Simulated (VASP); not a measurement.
Input of a VASP 6.6.1 run:

Contents of POSCAR:

```
As
1.0
    1.8807968987      1.0858785957      3.5140619945
   -1.8807968987      1.0858785957      3.5140619945
    0.0000000000     -2.1717571915      3.5140619945
As
2
Direct
    0.2260000000      0.2260000000      0.2260000000
    0.7740000000      0.7740000000      0.7740000000
```

The input INCAR.step1:

```
SYSTEM = As
PREC = Accurate ; ENCUT = 440
EDIFF = 1E-5 ; ISMEAR = -1
SIGMA = 0.05 ; LREAL = .False.
LASPH = .True. ; NELM = 120
ALGO = Normal ; ISIF = 2
LWAVE = .True. ; LCHARG = .False.
NBANDS = 22 ; GGA = PE
GGA_COMPAT = .False.
```

The input INCAR.step2:

```
SYSTEM = As
PREC = Accurate ; ENCUT = 440
EDIFF = 1E-6 ; ISMEAR = -1
SIGMA = 0.05 ; LREAL = .False.
LASPH = .True. ; NELM = 120
ALGO = Normal ; ISIF = 2
LWAVE = .False. ; LCHARG = .False.
METAGGA = R2SCAN ; LHFCALC = .True.
AEXX = 0.5 ; LMIXTAU = .True.
PRECFOCK = Normal ; NBANDS = 22
ISTART = 1 ; GGA_COMPAT = .False.
```

Contents of KPOINTS:

```
regular mesh
0
Gamma
  5 5 5
  0 0 0
```

Potentials or basis: VASP PAW PBE potentials, release 64 (As_d).

The run is started by

```console
$ cat potpaw_PBE.64/As_d/POTCAR > POTCAR
$ cp INCAR.step1 INCAR
$ mpirun -np 1 vasp_std > vasp.out
$ cp INCAR.step2 INCAR
$ mpirun -np 1 vasp_std > vasp.out
```

Problem. Predict the largest force.

Solution. 0.372 eV/Å.

Problem. Predict the band gap on the k mesh.

Solution. 1.66 eV (least direct gap 2.05 eV).

Problem. What does it give for the pressure?

Solution. -1.8 GPa.

Forces in eV/Å, atoms in the order of the input:
```
As   0.000  0.000 -0.372
As   0.000  0.000  0.372
```

Caveat: the PAW data sets were made with another functional, which shifts forces and pressure a little. A k mesh can miss the band edges.
